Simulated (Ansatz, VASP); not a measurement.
## ZnO: VASP beside Ansatz

```
CELL_PARAMETERS angstrom
3.23487 0.00000 0.00000
-1.61743 2.80148 0.00000
0.00000 0.00000 5.42080
ATOMIC_POSITIONS crystal
Zn 0.66667 0.33333 0.50276
Zn 0.33333 0.66667 0.00276
O 0.66667 0.33333 0.87755
O 0.33333 0.66667 0.37755
```

Change from the starting cell: strain along c alone, the other axes held, atoms relaxed: +4.0 %.

Alike in both runs: task relaxation of the atoms; functional r2SCAN; k mesh 12 × 12 × 6; occupations gaussian, width 0.02 eV; no spin polarisation.

|  | VASP | Ansatz |
| --- | --- | --- |
| version | VASP 6.6.1 | Ansatz 0.2.0 |
| potentials or method | VASP PAW PBE potentials, release 64 (Zn, O), cutoff 520 eV | scalar-relativistic, plane waves, PAW |
| valence electrons in the cell | 36 | 36 |

Ansatz gave:

| Quantity | Value |
| --- | --- |
| gap on the k mesh at the Fermi level, each at its own relaxed structure (eV) | 1.12 |

Q: Estimate VASP's values.

A: gap on the k mesh at the Fermi level, each at its own relaxed structure (eV): 1.11.

VASP's potentials were made for PBE, not for r2SCAN. Ansatz's warnings: stress scf threshold loose.
